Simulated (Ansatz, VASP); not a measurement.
## One calculation of ScGa4, two programs

```xyz
5
Lattice="5.8446 0.0000 0.0000 0.0000 5.8446 0.0000 0.0000 0.0000 2.9852" Properties=species:S:1:pos:R:3 pbc="T T T"
Sc    0.0000    0.0000    1.4926
Ga    1.1781    2.9223    0.0000
Ga    4.6665    2.9223    0.0000
Ga    2.9223    1.1781    0.0000
Ga    2.9223    4.6665    0.0000
```

Alike in both runs: functional PBE; k mesh 4 × 4 × 6; occupations gaussian, width 0.1 eV; no spin polarisation.

Ansatz relaxed the structure, and its values are those at the end. VASP's run is a single point on that final structure, the one shown.

|  | VASP | Ansatz |
| --- | --- | --- |
| version | VASP 6.6.1 | Ansatz 0.2.0 |
| potentials or method | VASP PAW PBE potentials, release 64 (Sc_sv, Ga_d), cutoff 520 eV | scalar-relativistic, plane waves, PAW |
| valence electrons in the cell | 63 | 63 |

|  | VASP | Ansatz | Ansatz less VASP |
| --- | --- | --- | --- |
| gap on the k mesh at the Fermi level (eV) | none | none | - |
| pressure (GPa) | 0.3 | 0.1 | -0.16 |

A gap of «none» marks a metal or a gap that the smearing closes. With one functional, cell and mesh, what is left measures potentials, basis and numerics.
